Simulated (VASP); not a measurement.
Input of a VASP 6.6.1 run:

INCAR

```
SYSTEM = Br
PREC = Accurate
ENCUT = 520
EDIFF = 1E-6
ISMEAR = -1
SIGMA = 0.05
LREAL = .False.
LASPH = .True.
NELM = 60
ALGO = Normal
ISIF = 2
LWAVE = .False.
LCHARG = .True.
GGA = PS
LELF = .True.
LVHAR = .True.
NBANDS = 10
```

KPOINTS

```
regular mesh
0
Gamma
  16 16 16
  0 0 0
```

File POSCAR:

```
Br
1.0
   -1.6765094205      1.6765094205      1.6765094205
    1.6765094205     -1.6765094205      1.6765094205
    1.6765094205      1.6765094205     -1.6765094205
Br
1
Direct
    0.0000000000      0.0000000000      0.0000000000
```

Potentials or basis: VASP PAW PBE potentials, release 64 (Br).

Launch:

```sh
$ cat potpaw_PBE.64/Br/POTCAR > POTCAR
$ mpirun -np 1 vasp_std > vasp.out
```

Question: Predict the pressure.

Answer: 19.1 GPa.

Caveat: the PAW data sets were made with another functional, which shifts forces and pressure a little; an odd number of electrons without spin polarisation forces a metal; a magnetic or distorted state may lie lower.
